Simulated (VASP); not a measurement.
AlRu:

```
Al Ru
1.0
     3.55178    0.00000    0.00000
     0.00000    3.55178    0.00000
     0.00000    0.00000    2.57110
Al Ru
1 1
Direct
  0.00000 0.00000 0.00000
  0.50000 0.50000 0.00000
```

- Program: VASP 6.6.1
- Task: relaxation of cell and atoms
- Functional: PBE
- Potentials or basis: VASP PAW PBE potentials, release 64 (Al, Ru_pv)
- Cutoff: 600 eV
- k mesh: 6 × 6 × 6
- Occupations: gaussian, width 0.1 eV
- Spin: no spin polarisation

At the start: pressure 0.6 GPa; volume 16.22 Å³/atom.

Task: How do energy, volume and symmetry change on relaxing?

Result: Over 3 steps the energy falls by 21.3 meV/atom and the volume is 16.34 Å³/atom (+0.8 %); space group P4/mmm (No. 123, to 0.05 Å).

Step by step:
| step | energy change (eV) | largest force (eV/Å) | pressure (GPa) | volume (Å³) |
| --- | --- | --- | --- | --- |
| 1 | 0.0000 | 0.0000 | 0.61 | 32.43 |
| 2 | -0.0423 | 0.0000 | 0.04 | 32.69 |
| 3 | -0.0426 | 0.0000 | 0.02 | 32.68 |

Final structure:
```cif
data_structure
_symmetry_space_group_name_H-M 'P 1'
_symmetry_Int_Tables_number 1
_cell_length_a 3.5001
_cell_length_b 3.5001
_cell_length_c 2.6676
_cell_angle_alpha 90.000
_cell_angle_beta 90.000
_cell_angle_gamma 90.000
_cell_volume 32.68
loop_
_atom_site_label
_atom_site_type_symbol
_atom_site_fract_x
_atom_site_fract_y
_atom_site_fract_z
_atom_site_occupancy
Al1 Al 0.00000 0.00000 0.00000 1
Ru1 Ru 0.50000 0.50000 0.00000 1
```

Caveat: the k points lie up to 0.39 Å⁻¹ apart in the final cell.
